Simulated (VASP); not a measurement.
# TiNi (Pm-3m) in VASP: a series of runs, part 2 of 2

VASP 6.6.1.

## Step 3: Single point, r2SCAN

This run uses another cell than the first one, of 12.56 Å³/atom, 1.054 times its volume.

POSCAR

```
TiNi
1.0
    2.9285455174      0.0000000000      0.0000000000
    0.0000000000      2.9285455174      0.0000000000
    0.0000000000      0.0000000000      2.9285455174
Ti Ni
1 1
Direct
    0.5000000000      0.5000000000      0.5000000000
    0.0000000000      0.0000000000      0.0000000000
```

INCAR.step1

```
SYSTEM = TiNi
PREC = Accurate
ENCUT = 520
ISMEAR = 0
SIGMA = 0.1
LREAL = .FALSE.
LASPH = .TRUE.
NELM = 60
NBANDS = 18
GGA = PE
ALGO = Normal
EDIFF = 1E-4
LWAVE = .TRUE.
LCHARG = .FALSE.
```

INCAR.step2

```
SYSTEM = TiNi
PREC = Accurate
ENCUT = 520
EDIFF = 1E-6
ISMEAR = 0
SIGMA = 0.1
LREAL = .FALSE.
LASPH = .TRUE.
NELM = 60
ALGO = Normal
ISIF = 2
LWAVE = .FALSE.
LCHARG = .FALSE.
METAGGA = R2SCAN
LMIXTAU = .TRUE.
NBANDS = 18
ISTART = 1
```

KPOINTS

```
regular mesh
0
G
  14 14 14
  0 0 0
```

Potentials or basis: VASP PAW PBE potentials, release 64 (Ti_sv, Ni).

Run with:

```console
cat potpaw_PBE.64/Ti_sv/POTCAR potpaw_PBE.64/Ni/POTCAR > POTCAR
cp INCAR.step1 INCAR
mpirun -np 1 vasp_std > vasp.out
cp INCAR.step2 INCAR
mpirun -np 1 vasp_std > vasp.out
```

OUTCAR:

```text
SYSTEM = TiNi
   PREC = Accurate
   ENCUT = 520
   EDIFF = 1E-6
   ISMEAR = 0
   LREAL = .FALSE.
   LASPH = .TRUE.
   NELM = 60
   ISIF = 2
   METAGGA = R2SCAN
   ISTART = 1

 ion  position               nearest neighbor table
   1  0.500  0.500  0.500-   2 2.54   2 2.54   2 2.54   2 2.54   2 2.54   2 2.54   2 2.54   2 2.54

   2  0.000  0.000  0.000-   1 2.54   1 2.54   1 2.54   1 2.54   1 2.54   1 2.54   1 2.54   1 2.54

  LATTYP: Found a simple cubic cell.
 ALAT       =     2.9285455174

  Lattice vectors:

 A1 = (   2.9285455174,   0.0000000000,   0.0000000000)
 A2 = (   0.0000000000,   2.9285455174,   0.0000000000)
 A3 = (   0.0000000000,   0.0000000000,   2.9285455174)

Analysis of symmetry for initial positions (statically):
=====================================================================
 Subroutine PRICEL returns:
 Original cell was already a primitive cell.

 Routine SETGRP: Setting up the symmetry group for a
 simple cubic supercell.

 Subroutine GETGRP returns: Found 48 space group operations
 (whereof 48 operations were pure point group operations)
 out of a pool of 48 trial point group operations.

The static configuration has the point symmetry O_h .

Analysis of symmetry for dynamics (positions and initial velocities):
=====================================================================
 Subroutine PRICEL returns:
 Original cell was already a primitive cell.

 Routine SETGRP: Setting up the symmetry group for a
 simple cubic supercell.

 Subroutine GETGRP returns: Found 48 space group operations
 (whereof 48 operations were pure point group operations)
 out of a pool of 48 trial point group operations.

The dynamic configuration has the point symmetry O_h .

 Subroutine INISYM returns: Found 48 space group operations
 (whereof 48 operations are pure point group operations),
 and found     1 'primitive' translations

----------------------------------------------------------------------------------------

                                     Primitive cell

[... 104 lines left out ...]
   EFERMI =   0.00;   METHOD = LEGACY
   ISMEAR =     0;   SIGMA  =   0.10  broadening in eV -4-tet -1-fermi 0-gaus
   EFERMI_NEDOS =   21; number of points for ismear=-14 and -15
   IALGO  =     38    algorithm
   IMIX   =      4    mixing-type and parameters
     AMIX     =   0.40;   BMIX     =  1.00
     AMIX_MAG =   1.60;   BMIX_MAG =  1.00
  volume/ion in A,a.u.               =      12.56        84.75
  Fermi-wavevector in a.u.,A,eV,Ry     =   1.566380  2.960029 33.382516  2.453546
  Thomas-Fermi vector in A             =   2.668716
   LORBIT       =      0    0 simple, 1 ext, 2 COOP (PROOUT), +10 PAW based schemes
   METAGGA = R2SCAN    functional components
   LHFCALC =     F    Hartree Fock is set to
   AEXX    =    0.0000 exact exchange contribution
   IVDW    =     0    specifies the selected vdW correction
   LEPSILON=     F    determine dielectric tensor
   LRPA    =     F    only Hartree local field effects (RPA)
 non-spin polarized calculation
 Gauss-broadening in eV      SIGMA  =   0.10
  energy-cutoff  :      520.00
  volume of cell :       25.12
 maximum number of plane-waves:       695
 NGX is ok and might be reduce to    24
   NGX = 11   NGY = 11   NGZ = 11

 number of electron      22.0000002 magnetization

 Free energy of the ion-electron system (eV)
  ---------------------------------------------------
  ext. energy  EPLUGINS =         0.00000000
  ---------------------------------------------------
  free energy    TOTEN  =       -25.51673149 eV

  energy without entropy =      -25.50428000  energy(sigma->0) =      -25.51050574

 E-fermi :  10.3992     XC(G=0): -13.9182

 val. band max:       10.3983702971   @ k =   0.3571   0.2143   0.2143
 cond. band min:      10.4008750330   @ k =   0.2857   0.0714   0.0714
 fundamental gap:      0.0025047359
 Fermi energy:        10.3992338299

 k-point     1 :       0.0000    0.0000    0.0000
  band No.  band energies     occupation
      1     -49.0908      2.00000
      2     -24.1214      2.00000
      3     -24.1214      2.00000
      4     -24.1214      2.00000
      5       1.8539      2.00000
      6       5.9801      2.00000
[... 481 lines left out ...]
      5       4.8307      2.00000
      6       6.5569      2.00000
[... 10 lines left out ...]
     17      20.5264      0.00000
     18      24.8444      0.00000

 [... further k-points ...]
[... 5 lines left out ...]
  --------------------------------------------------------------------------------------
  -------------------------------------------------------------------------------------
  Total        1.9701523      1.9701523      1.9701523      0.0000000     -0.0000000     -0.0000000
  in kB      125.6766078    125.6766078    125.6766078      0.0000000     -0.0000000     -0.0000000
  external PRESSURE =     125.6766078 kB  Pullay stress =       0.0000000 kB

 VOLUME and BASIS-vectors are now :
 -----------------------------------------------------------------------------
  energy-cutoff  :      520.00
  volume of cell :       25.12
      direct lattice vectors                 reciprocal lattice vectors
     2.928545517  0.000000000  0.000000000     0.341466436  0.000000000  0.000000000
     0.000000000  2.928545517  0.000000000     0.000000000  0.341466436  0.000000000
     0.000000000  0.000000000  2.928545517     0.000000000  0.000000000  0.341466436

 POSITION                                       TOTAL-FORCE (eV/Angst)
 -----------------------------------------------------------------------------------
      1.46427      1.46427      1.46427         0.000000      0.000000      0.000000
      0.00000      0.00000      0.00000         0.000000      0.000000      0.000000
 -----------------------------------------------------------------------------------
    total drift:                                0.000000      0.000000     -0.000000

  FREE ENERGIE OF THE ION-ELECTRON SYSTEM (eV)
  ---------------------------------------------------
  free  energy   TOTEN  =       -25.5167314901 eV

  energy  without entropy=      -25.5042799951  energy(sigma->0) =      -25.51050574
```

OSZICAR.step1:

```text
N       E                     dE             d eps       ncg     rms          rms(c)
DAV:   1     0.169993070375E+03    0.16999E+03   -0.11082E+04  4456   0.162E+03
DAV:   2    -0.171947407132E+01   -0.17171E+03   -0.16718E+03  4366   0.359E+02
DAV:   3    -0.155191206501E+02   -0.13800E+02   -0.13584E+02  6626   0.978E+01
DAV:   4    -0.161286545773E+02   -0.60953E+00   -0.60129E+00  5166   0.165E+01
DAV:   5    -0.161476222204E+02   -0.18968E-01   -0.18952E-01  5232   0.297E+00    0.139E+01
DAV:   6    -0.145072258472E+02    0.16404E+01   -0.11476E+01  4786   0.518E+01    0.725E+00
DAV:   7    -0.152506033969E+02   -0.74338E+00   -0.11075E+01  5410   0.430E+01    0.154E+01
DAV:   8    -0.139252787815E+02    0.13253E+01   -0.78260E+00  5312   0.297E+01    0.159E+00
DAV:   9    -0.139466961430E+02   -0.21417E-01   -0.21990E-01  6248   0.573E+00    0.178E+00
DAV:  10    -0.139279895892E+02    0.18707E-01   -0.65309E-02  5840   0.351E+00    0.333E-01
DAV:  11    -0.139278937697E+02    0.95819E-04   -0.25642E-03  5288   0.502E-01    0.140E-01
DAV:  12    -0.139277362902E+02    0.15748E-03   -0.55059E-04  4594   0.236E-01    0.203E-02
DAV:  13    -0.139277376435E+02   -0.13533E-05   -0.33684E-05  2410   0.613E-02
   1 F= -.13927738E+02 E0= -.13920560E+02  d E =-.143562E-01
```

It took 74 s on 1 thread of Intel Xeon 6975P-C (Granite Rapids), shared host; peak memory 0.18 GiB.

What came out:

```
Free energy            : -25.5167 eV
Pressure               : 12.6 GPa
Band gap on the k mesh : zero (band 11 reaches 10.96 eV, above the bottom of band 12 at 9.00 eV)
```

Levels at points of the mesh, in eV from the Fermi level:
| k point | band 7 | band 8 | band 9 | band 10 | band 11 | band 12 | band 13 | band 14 | band 15 | band 16 |
| --- | --- | --- | --- | --- | --- | --- | --- | --- | --- | --- |
| (0.00, 0.00, 0.00) | -4.42 | -2.24 | -2.24 | -2.24 | 0.56 | 0.56 | 2.93 | 2.93 | 2.93 | 9.49 |
| (0.50, 0.00, 0.00) | -3.14 | -2.37 | -2.37 | -1.91 | -0.78 | -0.64 | 0.72 | 0.72 | 2.54 | 4.37 |
| (0.50, 0.50, 0.00) | -3.11 | -3.11 | -1.43 | -0.79 | 0.41 | 0.41 | 1.09 | 2.58 | 2.58 | 3.52 |
| (0.50, 0.50, 0.50) | -3.18 | -2.51 | -2.51 | -2.51 | -1.40 | -1.40 | 3.60 | 3.60 | 7.07 | 8.78 |

Caveat: the PAW data sets were made with another functional, which shifts forces and pressure a little. Spin polarisation is off, so any magnetic state and its effect on volume and gap are missing.

## Step 4: Single point, r2SCAN

This run uses another cell than the first one, of 13.05 Å³/atom, 1.096 times its volume.

POSCAR

```
TiNi
1.0
    2.9665485614      0.0000000000      0.0000000000
    0.0000000000      2.9665485614      0.0000000000
    0.0000000000      0.0000000000      2.9665485614
Ti Ni
1 1
Direct
    0.5000000000      0.5000000000      0.5000000000
    0.0000000000      0.0000000000      0.0000000000
```

INCAR.step1

```
  PREC = Accurate
  ENCUT = 520
  ISMEAR = 0
  SIGMA = 0.1
  LREAL = F
  LASPH = T
  NELM = 100
  NBANDS = 18
  GGA = PE
  ALGO = Normal
  EDIFF = 1E-4
  LWAVE = T
  LCHARG = F
```

INCAR.step2

```
  PREC = Accurate
  ENCUT = 520
  EDIFF = 1E-6
  ISMEAR = 0
  SIGMA = 0.1
  LREAL = F
  LASPH = T
  NELM = 100
  ALGO = Normal
  ISIF = 2
  LWAVE = F
  LCHARG = F
  METAGGA = R2SCAN
  LMIXTAU = T
  NBANDS = 18
  ISTART = 1
```

KPOINTS

```
Automatic mesh
0
Gamma
  14 14 14
```

Run with:

```console
cat potpaw_PBE.64/Ti_sv/POTCAR potpaw_PBE.64/Ni/POTCAR > POTCAR
cp INCAR.step1 INCAR
mpirun -np 1 vasp_std > vasp.out
cp INCAR.step2 INCAR
mpirun -np 1 vasp_std > vasp.out
```

Wall time 71 s (1 thread of Intel Xeon 6975P-C (Granite Rapids), shared host); peak memory 0.19 GiB.

The run converged. Its results:

| Item | Value |
| --- | --- |
| Free energy | -25.5695 eV |
| Pressure | 4.6 GPa |
| Band gap on the k mesh | zero (band 11 reaches 10.42 eV, above the bottom of band 12 at 8.54 eV) |

Levels at points of the mesh, in eV from the Fermi level:
```csv
k point,band 7,band 8,band 9,band 10,band 11,band 12,band 13,band 14,band 15,band 16
"(0.00, 0.00, 0.00)",-4.18,-2.13,-2.13,-2.13,0.55,0.55,2.79,2.79,2.79,9.21
"(0.50, 0.00, 0.00)",-2.97,-2.26,-2.26,-1.82,-0.71,-0.64,0.70,0.70,2.42,4.15
"(0.50, 0.50, 0.00)",-2.95,-2.95,-1.36,-0.76,0.36,0.36,1.04,2.45,2.45,3.35
"(0.50, 0.50, 0.50)",-3.04,-2.37,-2.37,-2.37,-1.34,-1.34,3.43,3.43,6.78,8.45
```

Caveat: the PAW data sets were made with another functional, which shifts forces and pressure a little.

## Step 5: Overview

| cell | gap on the mesh (eV) | pressure (GPa) |
| --- | --- | --- |
| a = 2.877 Å, 2 atoms | none | 25.7 |
| a = 2.929 Å, 2 atoms | none | 12.6 |
| a = 2.967 Å, 2 atoms | none | 4.6 |

Alike in all rows: task single point; level r2SCAN; potentials or basis VASP PAW PBE potentials, release 64 (Ti_sv, Ni); no spin polarisation; k mesh 14 × 14 × 14; cutoff (eV) 520; smearing gaussian 0.1 eV.

Caveats: the PAW data sets were made with another functional, which shifts forces and pressure a little.

Total energies depend on the potentials used, so only differences within one code and one set of settings carry meaning.
